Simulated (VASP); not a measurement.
# SrO (Immm) in VASP: a series of runs, part 2 of 3

VASP 6.6.1. Earlier steps stand in the parts before.

## (3) Single point, r2SCAN (strain +0.0350 x Voigt [0, 0, 0, 0, 0, 1])

The input, POSCAR:

```
SrO
1.0
    0.0449715000      2.5698000000      2.5698000000
    2.5698000000      0.0449715000      2.5698000000
    2.6147715000      2.6147715000      0.0000000000
Sr O
1 1
Direct
    0.0000000000      0.0000000000      0.0000000000
    0.5000000000      0.5000000000      0.5000000000
```

The input, INCAR.step1:

```
PREC = Accurate ; ENCUT = 520
ISMEAR = 0 ; SIGMA = 0.05
LREAL = False ; LASPH = True
NELM = 60 ; NBANDS = 15
GGA = PE ; ALGO = Normal
EDIFF = 1E-4 ; LWAVE = True
LCHARG = False
```

The input, INCAR.step2:

```
PREC = Accurate ; ENCUT = 520
EDIFF = 1E-6 ; ISMEAR = 0
SIGMA = 0.05 ; LREAL = False
LASPH = True ; NELM = 60
ALGO = Normal ; ISIF = 2
LWAVE = False ; LCHARG = False
METAGGA = R2SCAN ; LMIXTAU = True
NBANDS = 15 ; ISTART = 1
```

The input, KPOINTS:

```
regular mesh
0
Gamma
  8 8 8
```

Potentials or basis: VASP PAW PBE potentials, release 64 (Sr_sv, O).

Started as:

```
> cat potpaw_PBE.64/Sr_sv/POTCAR potpaw_PBE.64/O/POTCAR > POTCAR
> cp INCAR.step1 INCAR
> mpirun -np 1 vasp_std > vasp.out
> cp INCAR.step2 INCAR
> mpirun -np 1 vasp_std > vasp.out
```

OUTCAR:

```text
PREC = Accurate
   ENCUT = 520
   EDIFF = 1E-6
   ISMEAR = 0
   LREAL = False
   LASPH = True
   NELM = 60
   ISIF = 2
   METAGGA = R2SCAN
   ISTART = 1

 ion  position               nearest neighbor table
   1  0.000  0.000  0.000-   2 2.57   2 2.57   2 2.57   2 2.57   2 2.57   2 2.57
   2  0.500  0.500  0.500-   1 2.57   1 2.57   1 2.57   1 2.57   1 2.57   1 2.57

  LATTYP: Found a body centered orthorhombic cell.
 ALAT       =     3.5706467074
 B/A-ratio  =     1.0356234097
 C/A-ratio  =     1.4394031169

  Lattice vectors:

 A1 = (   2.5698000000,   0.0449715000,  -2.5698000000)
 A2 = (  -2.5698000000,  -0.0449715000,  -2.5698000000)
 A3 = (   0.0449715000,   2.5698000000,   2.5698000000)

Analysis of symmetry for initial positions (statically):
=====================================================================
 Subroutine PRICEL returns:
 Original cell was already a primitive cell.

 Routine SETGRP: Setting up the symmetry group for a
 body centered orthorhombic supercell.

 Subroutine GETGRP returns: Found  8 space group operations
 (whereof  8 operations were pure point group operations)
 out of a pool of  8 trial point group operations.

[... 176 lines left out ...]
      6       1.3188      2.00000
      7       1.3516      2.00000
      8       1.3944      2.00000
      9       6.0142      0.00000
     10       7.9130      0.00000
     11       8.1253      0.00000
     12       8.3545      0.00000
     13      10.4653      0.00000
     14      10.4678      0.00000
[... 401 lines left out ...]
      2     -15.3276      2.00000
      3     -13.2521      2.00000
      4     -13.2183      2.00000
      5     -12.6397      2.00000
      6       0.1157      2.00000
      7       0.9534      2.00000
      8       1.0667      2.00000
      9       7.1101      0.00000
     10       7.8424      0.00000
     11       9.4424      0.00000
     12       9.7320      0.00000
     13      11.2835      0.00000
     14      12.1519      0.00000
     15      17.8751      0.00000

 [... further k-points ...]

------------------------ aborting loop because EDIFF is reached ----------------------------------------

  FORCE on cell =-STRESS in cart. coord.  units (eV):
  Direction    XX          YY          ZZ          XY          YZ          ZX
  --------------------------------------------------------------------------------------
  -------------------------------------------------------------------------------------
  Total        0.3601216      0.3601216      0.3423448     -0.4097918      0.0000000      0.0000000
  in kB       17.0045355     17.0045355     16.1651355    -19.3499081      0.0000000      0.0000000
  external PRESSURE =      16.7247355 kB  Pullay stress =       0.0000000 kB

 VOLUME and BASIS-vectors are now :
 -----------------------------------------------------------------------------
  energy-cutoff  :      520.00
  volume of cell :       33.93
      direct lattice vectors                 reciprocal lattice vectors
     0.044971500  2.569800000  2.569800000    -0.198033253  0.198033253  0.194567671
     2.569800000  0.044971500  2.569800000     0.198033253 -0.198033253  0.194567671
     2.614771500  2.614771500  0.000000000     0.191221298  0.191221298 -0.194567671

 POSITION                                       TOTAL-FORCE (eV/Angst)
 -----------------------------------------------------------------------------------
      0.00000      0.00000      0.00000        -0.000000      0.000000      0.000000
      2.61477      2.61477      2.56980         0.000000     -0.000000      0.000000
 -----------------------------------------------------------------------------------
    total drift:                                0.000000      0.000000      0.000000

  FREE ENERGIE OF THE ION-ELECTRON SYSTEM (eV)
  ---------------------------------------------------
  free  energy   TOTEN  =       -27.0453159194 eV

  energy  without entropy=      -27.0453159194  energy(sigma->0) =      -27.04531592
```

OUTCAR.step1:

```text
PREC = Accurate
   ENCUT = 520
   ISMEAR = 0
   LREAL = False
   LASPH = True
[... 655 lines left out ...]
      0.00000      0.00000      0.00000         0.000000     -0.000000      0.000000
      2.61477      2.61477      2.56980        -0.000000      0.000000      0.000000
 -----------------------------------------------------------------------------------
    total drift:                                0.000000      0.000000      0.000000

  FREE ENERGIE OF THE ION-ELECTRON SYSTEM (eV)
  ---------------------------------------------------
  free  energy   TOTEN  =       -12.0330599169 eV

  energy  without entropy=      -12.0330599169  energy(sigma->0) =      -12.03305992
```

OSZICAR.step1:

```text
N       E                     dE             d eps       ncg     rms          rms(c)
DAV:   1     0.677736269991E+02    0.67774E+02   -0.84473E+03  2850   0.105E+03
DAV:   2    -0.110660173608E+02   -0.78840E+02   -0.72601E+02  3985   0.221E+02
DAV:   3    -0.141678366291E+02   -0.31018E+01   -0.30866E+01  3708   0.395E+01
DAV:   4    -0.142348326634E+02   -0.66996E-01   -0.66989E-01  3602   0.566E+00
DAV:   5    -0.142364753078E+02   -0.16426E-02   -0.16426E-02  3584   0.733E-01    0.165E+01
DAV:   6    -0.121803953562E+02    0.20561E+01   -0.66504E+00  2934   0.195E+01    0.194E+01
DAV:   7    -0.120420041744E+02    0.13839E+00   -0.29331E-01  3396   0.483E+00    0.113E+01
DAV:   8    -0.120310398836E+02    0.10964E-01   -0.11817E-01  3725   0.343E+00    0.444E-01
DAV:   9    -0.120324425213E+02   -0.14026E-02   -0.57179E-03  3596   0.481E-01    0.232E-01
DAV:  10    -0.120329012920E+02   -0.45877E-03   -0.44445E-04  3088   0.197E-01    0.846E-02
DAV:  11    -0.120330419523E+02   -0.14066E-03   -0.13750E-04  3102   0.871E-02    0.275E-02
DAV:  12    -0.120330599169E+02   -0.17965E-04   -0.26158E-05  2251   0.383E-02
   1 F= -.12033060E+02 E0= -.12033060E+02  d E =-.177496E-11
```

Run time: 2 min. Hardware: 1 thread of AMD EPYC 9R45 (Zen 5), shared host; peak memory 0.17 GiB.

What came out:

- Free energy: -27.0453 eV
- Pressure: 1.7 GPa
- Band gap on the k mesh: 3.70 eV (least direct gap 3.78 eV)

Stress tensor (GPa, compression positive):
```
 1.70 -1.93  0.00
-1.93  1.70  0.00
 0.00  0.00  1.62
```

Caveat: the cell differs from its parent crystal (strain +0.0350 x Voigt [0, 0, 0, 0, 0, 1]); the PAW data sets were made with another functional, which shifts forces and pressure a little.

## (4) Single point, r2SCAN (strain +0.0250 x Voigt [0, 0, 0, 0, 0, 1])

The input, POSCAR:

```
SrO
1.0
    0.0321225000      2.5698000000      2.5698000000
    2.5698000000      0.0321225000      2.5698000000
    2.6019225000      2.6019225000      0.0000000000
Sr O
1 1
Direct
    0.0000000000      0.0000000000      0.0000000000
    0.5000000000      0.5000000000      0.5000000000
```

INCAR.step1: that of step 3 with these lines changed.

```diff
@@ -3,3 +3,3 @@
 LREAL = False ; LASPH = True
-NELM = 60 ; NBANDS = 15
+NELM = 100 ; NBANDS = 15
 GGA = PE ; ALGO = Normal
```

The input, INCAR.step2:

```
PREC = Accurate ; ENCUT = 520
EDIFF = 1E-7 ; ISMEAR = 0
SIGMA = 0.05 ; LREAL = False
LASPH = True ; NELM = 100
ALGO = Normal ; ISIF = 2
LWAVE = False ; LCHARG = False
METAGGA = R2SCAN ; LMIXTAU = True
NBANDS = 15 ; ISTART = 1
```

The input, KPOINTS:

```
Automatic mesh
0
Gamma
  8 8 8
```

Started as:

```
> cat potpaw_PBE.64/Sr_sv/POTCAR potpaw_PBE.64/O/POTCAR > POTCAR
> cp INCAR.step1 INCAR
> mpirun -np 1 vasp_std > vasp.out
> cp INCAR.step2 INCAR
> mpirun -np 1 vasp_std > vasp.out
```

It took 2.2 min on 1 thread of AMD EPYC 9R45 (Zen 5), shared host; peak memory 0.17 GiB.

The run converged. Its results:

| Quantity | Value |
| --- | --- |
| Free energy | -27.0489 eV |
| Pressure | 1.7 GPa |
| Band gap on the k mesh | 3.71 eV (least direct gap 3.79 eV) |

Stress tensor (GPa, compression positive):
```
 1.69 -1.38  0.00
-1.38  1.69  0.00
 0.00  0.00  1.65
```

Levels at points of the mesh, in eV from the valence-band top:
| k point | band 4 | band 5 | band 6 | band 7 | band 8 | band 9 | band 10 | band 11 | band 12 | band 13 |
| --- | --- | --- | --- | --- | --- | --- | --- | --- | --- | --- |
| (0.00, 0.00, 0.00) | -14.52 | -14.52 | -0.05 | -0.03 | 0.00 | 4.64 | 6.59 | 6.75 | 6.91 | 9.08 |
| (0.50, 0.00, 0.00) | -14.60 | -13.53 | -2.15 | -1.24 | -1.16 | 7.11 | 9.08 | 9.40 | 9.65 | 12.66 |
| (0.50, 0.50, 0.00) | -14.90 | -14.86 | -0.46 | -0.14 | -0.08 | 3.71 | 8.50 | 10.90 | 11.10 | 11.67 |
| (0.00, 0.00, 0.50) | -14.58 | -13.47 | -2.15 | -1.17 | -1.08 | 7.05 | 9.05 | 9.28 | 9.53 | 12.63 |
| (0.50, 0.00, 0.50) | -14.88 | -14.88 | -0.46 | -0.11 | -0.11 | 3.71 | 8.49 | 10.88 | 11.11 | 11.69 |

Caveat: the cell differs from its parent crystal (strain +0.0250 x Voigt [0, 0, 0, 0, 0, 1]); the PAW data sets were made with another functional, which shifts forces and pressure a little. A k mesh can miss the band edges.

## (5) Single point, r2SCAN (strain +0.0150 x Voigt [0, 0, 0, 0, 0, 1])

The input, POSCAR:

```
SrO
1.0
    0.0192735000      2.5698000000      2.5698000000
    2.5698000000      0.0192735000      2.5698000000
    2.5890735000      2.5890735000      0.0000000000
Sr O
1 1
Direct
    0.0000000000      0.0000000000      0.0000000000
    0.5000000000      0.5000000000      0.5000000000
```

The input, INCAR.step1:

```
  PREC = Accurate
  ENCUT = 520
  ISMEAR = 0
  SIGMA = 0.05
  LREAL = False
  LASPH = True
  NELM = 100
  NBANDS = 15
  GGA = PE
  ALGO = Normal
  EDIFF = 1E-4
  LWAVE = True
  LCHARG = False
```

The input, INCAR.step2:

```
  PREC = Accurate
  ENCUT = 520
  EDIFF = 1E-6
  ISMEAR = 0
  SIGMA = 0.05
  LREAL = False
  LASPH = True
  NELM = 100
  ALGO = Normal
  ISIF = 2
  LWAVE = False
  LCHARG = True
  METAGGA = R2SCAN
  LMIXTAU = True
  LELF = True
  LVHAR = True
  NBANDS = 15
  ISTART = 1
```

The input, KPOINTS:

```
regular mesh
0
Gamma
  8 8 8
```

Potentials or basis: VASP PAW PBE potentials, release 64 (Sr_sv, O).

Started as:

```
> cat potpaw_PBE.64/Sr_sv/POTCAR potpaw_PBE.64/O/POTCAR > POTCAR
> cp INCAR.step1 INCAR
> mpirun -np 1 vasp_std > vasp.out
> cp INCAR.step2 INCAR
> mpirun -np 1 vasp_std > vasp.out
```

OUTCAR:

```text
PREC = Accurate
   ENCUT = 520
   EDIFF = 1E-6
   ISMEAR = 0
   LREAL = False
   LASPH = True
   NELM = 100
   ISIF = 2
   METAGGA = R2SCAN
   ISTART = 1

 ion  position               nearest neighbor table
   1  0.000  0.000  0.000-   2 2.57   2 2.57   2 2.57   2 2.57   2 2.57   2 2.57
   2  0.500  0.500  0.500-   1 2.57   1 2.57   1 2.57   1 2.57   1 2.57   1 2.57

  LATTYP: Found a body centered orthorhombic cell.
 ALAT       =     3.6069891675
 B/A-ratio  =     1.0151133501
 C/A-ratio  =     1.4249003147

  Lattice vectors:

 A1 = (   2.5698000000,   0.0192735000,  -2.5698000000)
 A2 = (  -2.5698000000,  -0.0192735000,  -2.5698000000)
 A3 = (   0.0192735000,   2.5698000000,   2.5698000000)

Analysis of symmetry for initial positions (statically):
=====================================================================
 Subroutine PRICEL returns:
 Original cell was already a primitive cell.

 Routine SETGRP: Setting up the symmetry group for a
 body centered orthorhombic supercell.

 Subroutine GETGRP returns: Found  8 space group operations
 (whereof  8 operations were pure point group operations)
 out of a pool of  8 trial point group operations.

The static configuration has the point symmetry D_2h.

Analysis of symmetry for dynamics (positions and initial velocities):
=====================================================================
 Subroutine PRICEL returns:
 Original cell was already a primitive cell.

 Routine SETGRP: Setting up the symmetry group for a
 body centered orthorhombic supercell.

 Subroutine GETGRP returns: Found  8 space group operations
 (whereof  8 operations were pure point group operations)
 out of a pool of  8 trial point group operations.

The dynamic configuration has the point symmetry D_2h.

 Subroutine INISYM returns: Found  8 space group operations
 (whereof  8 operations are pure point group operations),
 and found     1 'primitive' translations

----------------------------------------------------------------------------------------

                                     Primitive cell

  volume of cell :      33.9394

  direct lattice vectors                    reciprocal lattice vectors
     0.019273500  2.569800000  2.569800000    -0.196037955  0.196037955  0.194567671
     2.569800000  0.019273500  2.569800000     0.196037955 -0.196037955  0.194567671
     2.589073500  2.589073500  0.000000000     0.193119276  0.193119276 -0.194567671

  length of vectors
     3.634297119  3.634297119  3.661502858     0.338700957  0.338700957  0.335330714

  position of ions in fractional coordinates (direct lattice)
     0.000000000  0.000000000  0.000000000
     0.500000000  0.500000000  0.500000000

  ion indices of the primitive-cell ions
   primitive index   ion index
                 1           1
                 2           2

----------------------------------------------------------------------------------------

 KPOINTS: regular mesh

Automatic generation of k-mesh.
 Grid dimensions read from file:
 generate k-points for:    8    8    8

 Generating k-lattice:

[... 40 lines left out ...]
  0.125000 -0.000000  0.125000      4.000000
  0.250000 -0.000000  0.125000      8.000000
 [... further k-points ...]
   k-points           NKPTS =     95   k-points in BZ     NKDIM =     95   number of bands    NBANDS=     15
   number of dos      NEDOS =    301   number of ions     NIONS =      2
   total plane-waves  NPLWV =  21952
   dimension x,y,z NGX =    28 NGY =   28 NGZ =   28
   dimension x,y,z NGXF=    56 NGYF=   56 NGZF=   56
   ions per type =               1   1
   NGX,Y,Z   is equivalent  to a cutoff of  12.81, 12.81, 12.71 a.u.
   NGXF,Y,Z  is equivalent  to a cutoff of  25.62, 25.62, 25.43 a.u.
 SYSTEM =  unknown system
   PREC   = accura    normal or accurate (medium, high low for compatibility)
   ISTART =      1    job   : 0-new  1-cont  2-samecut
   ICHARG =      0    charge: 1-file 2-atom 10-const
   ISPIN  =      1    spin polarized calculation?
   LNONCOLLINEAR =      F non collinear calculations
   LSORBIT =      F    spin-orbit coupling
   LASPH  =      T    aspherical Exc in radial PAW
   ENCUT  =  520.0 eV  38.22 Ry    6.18 a.u.   6.76  6.76  6.81*2*pi/ulx,y,z
   NELM   =    100;   NELMIN=  2; NELMDL=  0     # of ELM steps
   EDIFF  = 0.1E-05   stopping-criterion for ELM
   LREAL  =      F    real-space projection
   EDIFFG = 0.1E-04   stopping-criterion for IOM
   NSW    =      0    number of steps for IOM
   IBRION =     -1    ionic relax: 0-MD 1-quasi-New 2-CG
   NFREE  =      0    steps in history (QN), initial steepest desc. (CG)
   ISIF   =      2    stress and relaxation
   ISYM   =      2    0-nonsym 1-usesym 2-fastsym
   POTIM  = 0.5000    time-step for ionic-motion
   TEBEG  =    0.0;   TEEND  =   0.0 temperature during run
   PSTRESS=    0.0 pullay stress
   NELECT =      16.0000    total number of electrons
   NUPDOWN=      -1.0000    fix difference up-down
   EMIN   =  10.00;   EMAX   =-10.00  energy-range for DOS
   EFERMI =   0.00;   METHOD = LEGACY
   ISMEAR =     0;   SIGMA  =   0.05  broadening in eV -4-tet -1-fermi 0-gaus
   EFERMI_NEDOS =   21; number of points for ismear=-14 and -15
   IALGO  =     38    algorithm
   IMIX   =      4    mixing-type and parameters
     AMIX     =   0.40;   BMIX     =  1.00
     AMIX_MAG =   1.60;   BMIX_MAG =  1.00
  volume/ion in A,a.u.               =      16.97       114.52
  Fermi-wavevector in a.u.,A,eV,Ry     =   1.274130  2.407756 22.087787  1.623407
  Thomas-Fermi vector in A             =   2.406915
   LORBIT       =      0    0 simple, 1 ext, 2 COOP (PROOUT), +10 PAW based schemes
   METAGGA = R2SCAN    functional components
   LHFCALC =     F    Hartree Fock is set to
   AEXX    =    0.0000 exact exchange contribution
   IVDW    =     0    specifies the selected vdW correction
   LEPSILON=     F    determine dielectric tensor
   LRPA    =     F    only Hartree local field effects (RPA)
 non-spin polarized calculation
 Gauss-broadening in eV      SIGMA  =   0.05
  energy-cutoff  :      520.00
  volume of cell :       33.94
 maximum number of plane-waves:       934
   NGX = 13   NGY = 13   NGZ = 13

 number of electron      15.9999997 magnetization

 Free energy of the ion-electron system (eV)
  ---------------------------------------------------
  ext. energy  EPLUGINS =         0.00000000
  ---------------------------------------------------
  free energy    TOTEN  =       -27.05126926 eV

  energy without entropy =      -27.05126926  energy(sigma->0) =      -27.05126926

 E-fermi :   1.7327     XC(G=0): -10.5937

 val. band max:        1.3659615376   @ k =   0.0000   0.0000   0.0000
 cond. band min:       5.0900277537   @ k =   0.5000   0.5000   0.0000
 fundamental gap:      3.7240662161
 Fermi energy:         1.7326639892

 k-point     1 :       0.0000    0.0000    0.0000
  band No.  band energies     occupation
      1     -32.1188      2.00000
      2     -14.6808      2.00000
      3     -13.1430      2.00000
      4     -13.1404      2.00000
      5     -13.1372      2.00000
      6       1.3336      2.00000
      7       1.3489      2.00000
      8       1.3660      2.00000
      9       6.0177      0.00000
     10       8.0355      0.00000
     11       8.1285      0.00000
     12       8.2246      0.00000
     13      10.4557      0.00000
     14      10.4562      0.00000
[... 401 lines left out ...]
      2     -15.3336      2.00000
      3     -13.2460      2.00000
      4     -13.2202      2.00000
      5     -12.6241      2.00000
      6       0.1167      2.00000
      7       0.9642      2.00000
      8       1.0641      2.00000
      9       7.1225      0.00000
     10       7.8173      0.00000
     11       9.4910      0.00000
     12       9.6800      0.00000
     13      11.2809      0.00000
     14      12.1522      0.00000
     15      17.7832      0.00000

 [... further k-points ...]

------------------------ aborting loop because EDIFF is reached ----------------------------------------

  FORCE on cell =-STRESS in cart. coord.  units (eV):
  Direction    XX          YY          ZZ          XY          YZ          ZX
  --------------------------------------------------------------------------------------
  -------------------------------------------------------------------------------------
  Total        0.3579369      0.3579369      0.3546844     -0.1754915      0.0000000      0.0000000
  in kB       16.8971507     16.8971507     16.7436133     -8.2844408      0.0000000      0.0000000
  external PRESSURE =      16.8459716 kB  Pullay stress =       0.0000000 kB

 VOLUME and BASIS-vectors are now :
 -----------------------------------------------------------------------------
  energy-cutoff  :      520.00
  volume of cell :       33.94
      direct lattice vectors                 reciprocal lattice vectors
     0.019273500  2.569800000  2.569800000    -0.196037955  0.196037955  0.194567671
     2.569800000  0.019273500  2.569800000     0.196037955 -0.196037955  0.194567671
     2.589073500  2.589073500  0.000000000     0.193119276  0.193119276 -0.194567671

 POSITION                                       TOTAL-FORCE (eV/Angst)
 -----------------------------------------------------------------------------------
      0.00000      0.00000      0.00000         0.000000     -0.000000      0.000000
      2.58907      2.58907      2.56980        -0.000000      0.000000     -0.000000
 -----------------------------------------------------------------------------------
    total drift:                                0.000000      0.000000      0.000000

  FREE ENERGIE OF THE ION-ELECTRON SYSTEM (eV)
  ---------------------------------------------------
  free  energy   TOTEN  =       -27.0512692646 eV

  energy  without entropy=      -27.0512692646  energy(sigma->0) =      -27.05126926
```

Wall time 2 min (1 thread of AMD EPYC 9R45 (Zen 5), shared host); peak memory 0.17 GiB.

What came out:

```yaml
Free_energy: -27.0513 eV
Pressure: 1.7 GPa
Band_gap_on_the_k_mesh: 3.72 eV (least direct gap 3.81 eV)
```

Stress tensor (GPa, compression positive):
```
 1.69 -0.83  0.00
-0.83  1.69  0.00
 0.00  0.00  1.67
```

Caveat: the cell differs from its parent crystal (strain +0.0150 x Voigt [0, 0, 0, 0, 0, 1]); the PAW data sets were made with another functional, which shifts forces and pressure a little. A k mesh can miss the band edges.

(Part 2 of 3 ends here.)
